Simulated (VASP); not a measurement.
Set up this calculation in VASP 6.6.1, as the native input.

* Task: single point
* Functional: PBE
* Potentials or basis: VASP PAW PBE potentials, release 64 (Ta_pv, N)
* Cutoff: 520 eV
* k mesh: 18 × 18 × 16
* Occupations: gaussian, width 0.15 eV
* Spin: no spin polarisation
* Dipole correction: no
* Further INCAR settings: ALGO = Normal; EDIFF = 1e-06; NBANDS = 15

The structure of TaN lies in POSCAR:

```
TaN
1.0
    2.8617000000      0.0000000000      0.0000000000
   -1.4308500000      2.4783048980      0.0000000000
    0.0000000000      0.0000000000      2.6660000000
Ta N
1 1
Direct
    0.3333333333      0.6666666667      0.5000000000
    0.0000000000      0.0000000000      0.0000000000
```

These files were run (other wordings do the same):

INCAR

```
SYSTEM = TaN
PREC = Accurate
ENCUT = 520
EDIFF = 1E-6
ISMEAR = 0
SIGMA = 0.15
LREAL = .False.
LASPH = .True.
NELM = 80
ALGO = Normal
ISIF = 2
LWAVE = .False.
LCHARG = .True.
GGA = PE
LELF = .True.
LVHAR = .True.
NBANDS = 15
```

KPOINTS

```
Automatic mesh
0
Gamma
  18 18 16
  0 0 0
```

Potentials or basis: VASP PAW PBE potentials, release 64 (Ta_pv, N).

The run is started by

```sh
$ cat potpaw_PBE.64/Ta_pv/POTCAR potpaw_PBE.64/N/POTCAR > POTCAR
$ mpirun -np 1 vasp_std > vasp.out
```

Results of the run:

```
Pressure               : 70.9 GPa
Band gap on the k mesh : zero (bands 8 and 9 overlap by 0.34 eV)
```

Caveat: the stress differs along the axes, from 53 to 106 GPa; spin-orbit coupling is left out, which moves the levels of the heavy elements.

Run time: 27 s on 1 thread of Intel(R) Xeon(R) 6975P-C (Granite Rapids) (shared host), peak memory 0.21 GiB.
